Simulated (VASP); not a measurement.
# Mo6S in VASP: notebook, part 2 of 2

VASP 6.6.1. The steps go on from the part before.

## Step 3: Single point, PBE

The input, INCAR:

```
SYSTEM = Mo6S
PREC = Accurate
ENCUT = 520
EDIFF = 1E-6
ISMEAR = 0
SIGMA = 0.1
LREAL = .FALSE.
LASPH = .TRUE.
NELM = 100
ALGO = Normal
ISIF = 2
LWAVE = .FALSE.
LCHARG = .TRUE.
LDIPOL = .TRUE.
IDIPOL = 3
DIPOL = 0.5 0.5 0.341
GGA = PE
LELF = .TRUE.
LVHAR = .TRUE.
LVACPOTAV = .TRUE.
NBANDS = 54
```

The input, KPOINTS:

```
Automatic mesh
0
G
  6 6 1
  0 0 0
```

The input, POSCAR:

```
Mo6S
1.0
    4.4695765303      0.0000000000      0.0000000000
   -2.2347882651      3.8707668194      0.0000000000
    0.0000000000      0.0000000000     19.7595667358
Mo S
6 1
Direct
    0.6666666667      0.3333333333      0.2024335884
    0.3333333333      0.6666666667      0.2486060831
    0.0000000000      0.0000000000      0.2947785777
    0.6666666667      0.3333333333      0.3368821122
    0.3333333333      0.6666666667      0.3779725574
    0.0000000000      0.0000000000      0.4180034333
    0.2222222222      0.8888888889      0.5060238851
```

Potentials or basis: VASP PAW PBE potentials, release 64 (Mo_sv, S).

The run is started by

```bash
$ cat potpaw_PBE.64/Mo_sv/POTCAR potpaw_PBE.64/S/POTCAR > POTCAR
$ mpirun -np 1 vasp_std > vasp.out
```

OUTCAR:

```text
SYSTEM = Mo6S
   PREC = Accurate
   ENCUT = 520
   EDIFF = 1E-6
   ISMEAR = 0
   LREAL = .FALSE.
   LASPH = .TRUE.
   NELM = 100
   ISIF = 2
   GGA = PE

 ion  position               nearest neighbor table
   1  0.667  0.333  0.202-   4 2.66   2 2.74   2 2.74   2 2.74   3 3.16   3 3.16   3 3.16
   2  0.333  0.667  0.249-   5 2.56   3 2.74   3 2.74   3 2.74   1 2.74   1 2.74   1 2.74   4 3.11
                             4 3.11   4 3.11
   3  0.000  0.000  0.295-   6 2.43   4 2.71   4 2.71   4 2.71   2 2.74   2 2.74   2 2.74   5 3.06
                             5 3.06   5 3.06   1 3.16   1 3.16   1 3.16
   4  0.667  0.333  0.337-   1 2.66   5 2.71   5 2.71   5 2.71   3 2.71   3 2.71   3 2.71   6 3.04
                             6 3.04   6 3.04   2 3.11   2 3.11   2 3.11
   5  0.333  0.667  0.378-   2 2.56   6 2.70   6 2.70   6 2.70   4 2.71   4 2.71   4 2.71   7 2.85
                             3 3.06   3 3.06   3 3.06
   6  0.000  0.000  0.418-   7 2.18   3 2.43   5 2.70   5 2.70   5 2.70   4 3.04   4 3.04   4 3.04

   7  0.222  0.889  0.506-   6 2.18   5 2.85

  LATTYP: Found a hexagonal cell.
 ALAT       =     4.4695765303
 C/A-ratio  =     4.4209035469

  Lattice vectors:

 A1 = (   4.4695765303,   0.0000000000,   0.0000000000)
 A2 = (  -2.2347882651,   3.8707668194,   0.0000000000)
 A3 = (   0.0000000000,   0.0000000000,  19.7595667358)

Analysis of symmetry for initial positions (statically):
=====================================================================
 Subroutine PRICEL returns:
 Original cell was already a primitive cell.

 Routine SETGRP: Setting up the symmetry group for a
 hexagonal supercell.

 Subroutine GETGRP returns: Found  1 space group operations
 (whereof  1 operations were pure point group operations)
 out of a pool of 24 trial point group operations.

The static configuration has the point symmetry C_1 .

Analysis of symmetry for dynamics (positions and initial velocities):
=====================================================================
 Subroutine PRICEL returns:
 Original cell was already a primitive cell.

 Routine SETGRP: Setting up the symmetry group for a
 hexagonal supercell.

 Subroutine GETGRP returns: Found  1 space group operations
 (whereof  1 operations were pure point group operations)
 out of a pool of 24 trial point group operations.

The dynamic configuration has the point symmetry C_1 .

 Subroutine INISYM returns: Found  1 space group operations
 (whereof  1 operations are pure point group operations),
 and found     1 'primitive' translations

----------------------------------------------------------------------------------------

                                     Primitive cell

  volume of cell :     341.8541

  direct lattice vectors                    reciprocal lattice vectors
     4.469576530  0.000000000  0.000000000     0.223734842  0.129173371  0.000000000
    -2.234788265  3.870766819  0.000000000     0.000000000  0.258346743  0.000000000
     0.000000000  0.000000000 19.759566736     0.000000000  0.000000000  0.050608397

  length of vectors
     4.469576530  4.469576530 19.759566736     0.258346743  0.258346743  0.050608397
[... 53 lines left out ...]
  0.000000  0.333333  0.000000      2.000000
[... 12 lines left out ...]
  0.500000 -0.166667  0.000000      2.000000
  0.333333  0.333333  0.000000      2.000000
   k-points           NKPTS =     20   k-points in BZ     NKDIM =     20   number of bands    NBANDS=     54
   number of dos      NEDOS =    301   number of ions     NIONS =      7
   total plane-waves  NPLWV = 194400
   dimension x,y,z NGX =    36 NGY =   36 NGZ =  150
   dimension x,y,z NGXF=    72 NGYF=   72 NGZF=  300
   ions per type =               6   1
   NGX,Y,Z   is equivalent  to a cutoff of  13.39, 13.39, 12.62 a.u.
   NGXF,Y,Z  is equivalent  to a cutoff of  26.78, 26.78, 25.24 a.u.
 SYSTEM =  Mo6S
   PREC   = accura    normal or accurate (medium, high low for compatibility)
   ISTART =      0    job   : 0-new  1-cont  2-samecut
   ICHARG =      2    charge: 1-file 2-atom 10-const
   ISPIN  =      1    spin polarized calculation?
   LNONCOLLINEAR =      F non collinear calculations
   LSORBIT =      F    spin-orbit coupling
   LASPH  =      T    aspherical Exc in radial PAW
   ENCUT  =  520.0 eV  38.22 Ry    6.18 a.u.   8.31  8.31 36.74*2*pi/ulx,y,z
   NELM   =    100;   NELMIN=  2; NELMDL= -5     # of ELM steps
   EDIFF  = 0.1E-05   stopping-criterion for ELM
   LREAL  =      F    real-space projection
   EDIFFG = 0.1E-04   stopping-criterion for IOM
   NSW    =      0    number of steps for IOM
   IBRION =     -1    ionic relax: 0-MD 1-quasi-New 2-CG
   NFREE  =      0    steps in history (QN), initial steepest desc. (CG)
   ISIF   =      2    stress and relaxation
   ISYM   =      2    0-nonsym 1-usesym 2-fastsym
   POTIM  = 0.5000    time-step for ionic-motion
   TEBEG  =    0.0;   TEEND  =   0.0 temperature during run
   PSTRESS=    0.0 pullay stress
   NELECT =      90.0000    total number of electrons
   NUPDOWN=      -1.0000    fix difference up-down
   EMIN   =  10.00;   EMAX   =-10.00  energy-range for DOS
   EFERMI =   0.00;   METHOD = LEGACY
   ISMEAR =     0;   SIGMA  =   0.10  broadening in eV -4-tet -1-fermi 0-gaus
   EFERMI_NEDOS =   21; number of points for ismear=-14 and -15
   IALGO  =     38    algorithm
   IMIX   =      4    mixing-type and parameters
     AMIX     =   0.40;   BMIX     =  1.00
     AMIX_MAG =   1.60;   BMIX_MAG =  1.00
  volume/ion in A,a.u.               =      48.84       329.56
  Fermi-wavevector in a.u.,A,eV,Ry     =   1.049241  1.982779 14.978755  1.100907
  Thomas-Fermi vector in A             =   2.184196
   LORBIT       =      0    0 simple, 1 ext, 2 COOP (PROOUT), +10 PAW based schemes
   GGA     = PE    functional components
   LHFCALC =     F    Hartree Fock is set to
   AEXX    =    0.0000 exact exchange contribution
   IVDW    =     0    specifies the selected vdW correction
   LEPSILON=     F    determine dielectric tensor
   LRPA    =     F    only Hartree local field effects (RPA)
 non-spin polarized calculation
 Gauss-broadening in eV      SIGMA  =   0.10
  energy-cutoff  :      520.00
  volume of cell :      341.85
 maximum number of plane-waves:      9223
 NGX is ok and might be reduce to    36
   NGX = 17   NGY = 17   NGZ = 73

 dipolmoment           0.000000      0.000000     -0.036088 electrons x Angstroem

 number of electron      90.0000006 magnetization

 dipolmoment           0.000000      0.000000      0.225907 electrons x Angstroem

 Free energy of the ion-electron system (eV)
  ---------------------------------------------------
  ext. energy  EPLUGINS =         0.00000000
  ---------------------------------------------------
  free energy    TOTEN  =       -64.40023084 eV

  energy without entropy =      -64.35622684  energy(sigma->0) =      -64.37822884

 E-fermi :   0.5819     XC(G=0):  -5.3343

 val. band max:        0.5370868144   @ k =  -0.1667   0.5000   0.0000
 cond. band min:       0.5820317960   @ k =   0.0000   0.5000   0.0000
 fundamental gap:      0.0449449816
 Fermi energy:         0.5819232156

 k-point     1 :       0.0000    0.0000    0.0000
  band No.  band energies     occupation
      1     -60.5023      2.00000
      2     -60.2779      2.00000
      3     -60.2293      2.00000
      4     -60.2092      2.00000
      5     -60.0958      2.00000
      6     -59.9920      2.00000
[... 1129 lines left out ...]
     53       2.1934      0.00000
     54       2.4426      0.00000

------------------------ aborting loop because EDIFF is reached ----------------------------------------

  FORCE on cell =-STRESS in cart. coord.  units (eV):
  Direction    XX          YY          ZZ          XY          YZ          ZX
  --------------------------------------------------------------------------------------
  -------------------------------------------------------------------------------------
  Total       -2.6058813     -3.6116764      0.1437062     -0.3848913     -1.5062253      2.5366030
  in kB      -12.2130575    -16.9269461      0.6735118     -1.8038811     -7.0592687     11.8883689
  external PRESSURE =      -9.4888306 kB  Pullay stress =       0.0000000 kB

 VOLUME and BASIS-vectors are now :
 -----------------------------------------------------------------------------
  energy-cutoff  :      520.00
  volume of cell :      341.85
      direct lattice vectors                 reciprocal lattice vectors
     4.469576530  0.000000000  0.000000000     0.223734842  0.129173371  0.000000000
    -2.234788265  3.870766819  0.000000000     0.000000000  0.258346743  0.000000000
     0.000000000  0.000000000 19.759566736     0.000000000  0.000000000  0.050608397

 POSITION                                       TOTAL-FORCE (eV/Angst)
 -----------------------------------------------------------------------------------
      2.23479      1.29026      4.00000        -0.010633     -0.006701      1.935891
     -0.00000      2.58051      4.91235        -0.020487     -0.004291     -0.745435
      0.00000      0.00000      5.82470         0.270553     -0.085198     -2.135705
      2.23479      1.29026      6.65664        -0.232934      0.245129     -1.179580
     -0.00000      2.58051      7.46857        -0.444576      0.311639      1.438685
      0.00000      0.00000      8.25957        -0.916729      0.181673      0.703495
     -0.99324      3.44068      9.99881         1.354805     -0.642251     -0.017351
 -----------------------------------------------------------------------------------
    total drift:                               -0.000012     -0.000007     -0.000097

  FREE ENERGIE OF THE ION-ELECTRON SYSTEM (eV)
  ---------------------------------------------------
  free  energy   TOTEN  =       -64.4002308402 eV

  energy  without entropy=      -64.3562268388  energy(sigma->0) =      -64.37822884

 vacuum level on the upper side and lower side of the slab         6.485         4.122
```

Wall time 30 min (1 thread of Intel Xeon 8259CL, shared host); peak memory 0.62 GiB.

What came out:

| Quantity | Value |
| --- | --- |
| Free energy | -64.4002 eV |
| Largest force | 2.154 eV/Å |
| Band gap on the k mesh | zero (bands 45 and 46 overlap by 0.19 eV) |

Forces in eV/Å, atoms in the order of the input:
```
Mo  -0.011 -0.007  1.936
Mo  -0.020 -0.004 -0.745
Mo   0.271 -0.085 -2.136
Mo  -0.233  0.245 -1.180
Mo  -0.445  0.312  1.439
Mo  -0.917  0.182  0.703
S    1.355 -0.642 -0.017
```

Levels at points of the mesh, in eV from the Fermi level:
| k point | band 41 | band 42 | band 43 | band 44 | band 45 | band 46 | band 47 | band 48 | band 49 | band 50 |
| --- | --- | --- | --- | --- | --- | --- | --- | --- | --- | --- |
| (0.00, 0.00, 0.00) | -1.27 | -1.21 | -1.19 | -0.61 | -0.34 | -0.09 | 0.61 | 1.18 | 1.19 | 1.47 |
| (0.50, 0.00, 0.00) | -1.35 | -1.06 | -0.71 | -0.25 | 0.02 | 0.08 | 0.39 | 0.89 | 1.18 | 1.46 |
| (0.00, 0.50, 0.00) | -1.28 | -1.11 | -0.52 | -0.10 | 0.00 | 0.09 | 0.36 | 1.02 | 1.08 | 1.50 |
| (0.50, 0.50, 0.00) | -1.52 | -1.26 | -1.04 | -0.46 | 0.04 | 0.15 | 0.17 | 1.15 | 1.22 | 1.50 |

## Step 4: Single point, PBE

The input, INCAR:

```
SYSTEM = Mo6S
ALGO = Normal ; DIPOL = 0.5 0.5 0.341
EDIFF = 1E-7 ; ENCUT = 520
GGA = PE ; IDIPOL = 3
ISIF = 2 ; ISMEAR = 0
LASPH = .True. ; LCHARG = .False.
LDIPOL = .True. ; LREAL = .False.
LWAVE = .False. ; NBANDS = 54
NELM = 60 ; PREC = Accurate
SIGMA = 0.1
```

The input, KPOINTS:

```
k-points
0
Gamma
  6 6 1
  0 0 0
```

POSCAR: that of step 3 with these lines changed.

```diff
@@ -14,2 +14,2 @@
     0.0000000000      0.0000000000      0.4180034333
-    0.2222222222      0.8888888889      0.5060238851
+    0.8888888889      0.2222222222      0.5065216067
```

The run is started by

```bash
$ cat potpaw_PBE.64/Mo_sv/POTCAR potpaw_PBE.64/S/POTCAR > POTCAR
$ mpirun -np 1 vasp_std > vasp.out
```

Wall time 35 min (1 thread of Intel Xeon 8259CL, shared host); peak memory 0.62 GiB.

Results (log left out):

```
Free energy            : -64.0547 eV
Largest force          : 2.398 eV/Å
Band gap on the k mesh : zero (bands 45 and 46 overlap by 0.06 eV)
```

Forces on the atoms (eV/Å):
```
Mo   0.004  0.005  1.974
Mo   0.041  0.001 -0.496
Mo  -0.236  0.193 -2.379
Mo  -0.116 -0.114 -0.905
Mo   0.050 -0.255  0.702
Mo   0.594 -0.642  1.105
S   -0.336  0.813 -0.002
```

Levels at points of the mesh, in eV from the Fermi level:
```tsv
k point	band 42	band 43	band 44	band 45	band 46	band 47	band 48	band 49
(0.00, 0.00, 0.00)	-1.24	-1.22	-0.61	-0.48	0.03	0.43	1.16	1.17
(0.50, 0.00, 0.00)	-1.22	-0.56	-0.07	0.01	0.05	0.22	0.84	1.21
(0.00, 0.50, 0.00)	-1.21	-0.67	-0.34	-0.01	0.08	0.18	0.88	1.23
(0.50, 0.50, 0.00)	-1.14	-1.01	-0.30	0.02	0.18	0.32	0.84	1.02
```

## Step 5: The runs side by side

| cell | gap on the mesh (eV) | largest force (eV/Å) |
| --- | --- | --- |
| as given, atomic positions A | 0.01 | 2.14 |
| as given, atomic positions B | none | 2.15 |
| as given, atomic positions C | none | 2.40 |

Alike in all rows: task single point; level PBE; potentials or basis VASP PAW PBE potentials, release 64 (Mo_sv, S); no spin polarisation; k mesh 6 × 6 × 1; cutoff (eV) 520; smearing gaussian 0.1 eV.

Caveats: the smearing spreads over this small gap (at least some runs); semilocal functionals underestimate gaps, and a narrow one can read as zero (at least some runs).

Absolute energies hang on the potentials; compare differences alone.

The gap in the log of VASP goes by the Fermi energy; the results here count the filled bands.